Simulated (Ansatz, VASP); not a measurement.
# Pb in VASP and in Ansatz

The input INCAR:

```
PREC = Accurate
ENCUT = 500
EDIFF = 1E-6
ISMEAR = -1
SIGMA = 0.15
LREAL = False
LASPH = True
NELM = 120
ALGO = Normal
ISIF = 2
LWAVE = False
LCHARG = False
GGA = PE
NBANDS = 13
GGA_COMPAT = False
```

The input KPOINTS:

```
regular mesh
0
Gamma
  8 8 8
```

Contents of POSCAR:

```
Pb
1.0
   -1.9796595650      1.9796595650      1.9796595650
    1.9796595650     -1.9796595650      1.9796595650
    1.9796595650      1.9796595650     -1.9796595650
Pb
1
Direct
    0.0000000000      0.0000000000      0.0000000000
```

Input for Ansatz:

```yaml
crystal:
  lattice:
    bravais: bcc
    a: 3.95931913
  space_group: 229
  atoms:
    - { symbol: Pb, position: [0.0, 0.0, 0.0] }
  reduce_to_primitive: true
kpoints:
  mp_grid:
    grid: [8, 8, 8]
    shift: [0.0, 0.0, 0.0]
hamiltonian:
  xc: pbe
scf:
  occupations:
    method: fermi_dirac
    width: 0.15
output:
  forces: true
  stress: true
```

Alike in both runs: task single point; functional PBE; k mesh 8 × 8 × 8; occupations fermi-dirac, width 0.15 eV; no spin polarisation.

|  | VASP | Ansatz |
| --- | --- | --- |
| version | VASP 6.6.1 | Ansatz 0.2.0 |
| potentials or method | VASP PAW PBE potentials, release 64 (Pb_d) | plane waves, PAW |
| plane-wave cutoff (eV) | 500 | 420 |
| valence electrons in the cell | 14 | 14 |

VASP gave:

| Item | Value |
| --- | --- |
| pressure (GPa) | 1.3 |

What did Ansatz give for the same quantities?

Pressure (GPa): 1.4.

Neither program's run includes spin-orbit coupling.
